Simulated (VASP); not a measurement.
A run of VASP 6.6.1 is set up as follows.

File INCAR:

```
PREC = Accurate
ENCUT = 500
EDIFF = 1E-6
ISMEAR = 0
SIGMA = 0.2
LREAL = False
LASPH = True
NELM = 300
ALGO = All
ISIF = 2
LWAVE = False
LCHARG = False
GGA = PE
NBANDS = 74
GGA_COMPAT = False
ISEARCH = 1
KPAR = 4
```

Contents of KPOINTS:

```
Automatic mesh
0
Gamma
  12 12 1
```

The input POSCAR:

```
Ir2Rh3
1.0
    2.7362186974      0.0000000289      0.0000000000
   -1.3681093737      2.3696348878      0.0000000000
    0.0000000000      0.0000000000     22.0459703000
Ir Rh
4 6
Direct
    0.3333333333      0.6666666667      0.9492690000
    0.3333333333      0.6666666667      0.1514530000
    0.6666666667      0.3333333333      0.8485470000
    0.6666666667      0.3333333333      0.0507310000
    0.3333333333      0.6666666667      0.7485190000
    0.3333333333      0.6666666667      0.3513030000
    0.3333333333      0.6666666667      0.5495970000
    0.6666666667      0.3333333333      0.2514810000
    0.6666666667      0.3333333333      0.4504030000
    0.6666666667      0.3333333333      0.6486970000
```

Potentials or basis: VASP PAW PBE potentials, release 64 (Ir, Rh_pv).

Launch:

```console
$ cat potpaw_PBE.64/Ir/POTCAR potpaw_PBE.64/Rh_pv/POTCAR > POTCAR
$ mpirun -np 4 vasp_std > vasp.out
```

Problem. Estimate the largest force.

Solution. 0.014 eV/Å.

Problem. Estimate the band gap on the k mesh.

Solution. Zero (bands 63 and 64 overlap by 2.12 eV).

Problem. Estimate the pressure.

Solution. 0.6 GPa.

Stress tensor (GPa, compression positive):
```
0.06 0.00 0.00
0.00 0.06 0.00
0.00 0.00 1.76
```

Caveat: spin-orbit coupling is left out, which moves the levels of the heavy elements.
